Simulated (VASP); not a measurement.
Input of a VASP 6.6.1 run:

The input POSCAR:

```
BaF2
1.0
    0.0000000000      3.0015042098      3.0015042098
    3.0015042098      0.0000000000      3.0015042098
    3.0015042098      3.0015042098      0.0000000000
Ba F
1 2
Direct
    0.0000000000      0.0000000000      0.0000000000
    0.2500000000      0.2500000000      0.2500000000
    0.7500000000      0.7500000000      0.7500000000
```

Contents of INCAR.step1:

```
PREC     = Accurate       # precision mode
ENCUT    = 660            # plane-wave cutoff, eV
ISMEAR   = 0              # smearing method
SIGMA    = 0.02           # smearing width, eV
LREAL    = F              # projectors in reciprocal space
LASPH    = T              # aspherical terms in the spheres
NELM     = 120            # most SCF steps
NBANDS   = 19             # bands
GGA      = PE             # functional
ALGO     = Normal         # electronic algorithm
EDIFF    = 1E-5           # SCF threshold, eV
LWAVE    = T              # write WAVECAR
LCHARG   = F              # write CHGCAR
GGA_COMPAT= F
```

File INCAR.step2:

```
PREC     = Accurate       # precision mode
ENCUT    = 660            # plane-wave cutoff, eV
EDIFF    = 1E-6           # SCF threshold, eV
ISMEAR   = 0              # smearing method
SIGMA    = 0.02           # smearing width, eV
LREAL    = F              # projectors in reciprocal space
LASPH    = T              # aspherical terms in the spheres
NELM     = 120            # most SCF steps
ALGO     = Normal         # electronic algorithm
ISIF     = 2              # what is computed and relaxed
LWAVE    = F              # write WAVECAR
LCHARG   = T              # write CHGCAR
METAGGA  = R2SCAN         # meta-GGA
LMIXTAU  = T            
LELF     = T              # ELF
LVHAR    = T            
NBANDS   = 19             # bands
ISTART   = 1            
GGA_COMPAT= F
```

Contents of KPOINTS:

```
regular mesh
0
Gamma
  6 6 6
```

Potentials or basis: VASP PAW PBE potentials, release 64 (Ba_sv, F).

The run is started by

```sh
$ cat potpaw_PBE.64/Ba_sv/POTCAR potpaw_PBE.64/F/POTCAR > POTCAR
$ cp INCAR.step1 INCAR
$ mpirun -np 1 vasp_std > vasp.out
$ cp INCAR.step2 INCAR
$ mpirun -np 1 vasp_std > vasp.out
```

Task: Predict the band gap on the k mesh.

Result: 7.76 eV (least direct gap 7.88 eV).

Task: Estimate the pressure.

Result: 8.6 GPa.

Caveat: the cell stands under pressure; the PAW data sets were made with another functional, which shifts forces and pressure a little; spin-orbit coupling is left out, which moves the levels of the heavy elements. r2SCAN opens gaps a little over a GGA but as a rule still falls short of measured ones.
